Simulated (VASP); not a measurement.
AlGa3As4:

```xyz
8
Lattice="3.8920 0.0000 0.0000 0.0000 3.8920 0.0000 0.0000 0.0000 11.0082" Properties=species:S:1:pos:R:3 pbc="T T T"
Al    1.9460    1.9460    5.5041
Ga    0.0000    0.0000    8.2562
Ga    1.9460    1.9460    0.0000
Ga    0.0000    0.0000    2.7521
As    1.9460    0.0000    9.6322
As    0.0000    1.9460    1.3760
As    1.9460    0.0000    4.1281
As    0.0000    1.9460    6.8801
```

```yaml
Program: VASP 6.6.1
Task: relaxation of cell and atoms
Functional: PBE
Potentials_or_basis: VASP PAW PBE potentials, release 64 (Al, Ga_d, As)
Cutoff: 600 eV
k_mesh: 4 × 4 × 2
Occupations: gaussian, width 0.1 eV
Spin: no spin polarisation
```

At the start: pressure 10.9 GPa; volume 20.84 Å³/atom.

Problem. How do energy, volume and symmetry change on relaxing?

Solution. Over 6 steps the energy falls by 88.3 meV/atom and the volume is 23.67 Å³/atom (+13.6 %); space group P-4m2 (No. 115, to 0.1 Å) before and after.

The path:
| step | energy change (eV) | largest force (eV/Å) | pressure (GPa) | volume (Å³) |
| --- | --- | --- | --- | --- |
| 1 | 0.0000 | 0.1157 | 10.93 | 166.75 |
| 2 | -0.5403 | 0.0576 | -3.47 | 203.45 |
| 3 | -0.7028 | 0.0708 | -0.03 | 189.88 |
| 4 | -0.7025 | 0.0713 | 0.17 | 189.40 |
| 5 | -0.7050 | 0.0396 | 0.15 | 189.38 |
| 6 | -0.7064 | 0.0314 | 0.15 | 189.36 |

Final structure:
```yaml
crystal:
  lattice:
    - [4.08112, 0.00000, 0.00000]
    - [0.00000, 4.08112, 0.00000]
    - [0.00000, 0.00000, 11.36890]
  atoms:
    - { symbol: Al, position: [0.50000, 0.50000, 0.50000] }
    - { symbol: Ga, position: [0.00000, 0.00000, 0.75011] }
    - { symbol: Ga, position: [0.50000, 0.50000, 0.00000] }
    - { symbol: Ga, position: [0.00000, 0.00000, 0.24989] }
    - { symbol: As, position: [0.50000, 0.00000, 0.87510] }
    - { symbol: As, position: [0.00000, 0.50000, 0.12490] }
    - { symbol: As, position: [0.50000, 0.00000, 0.37595] }
    - { symbol: As, position: [0.00000, 0.50000, 0.62405] }
```
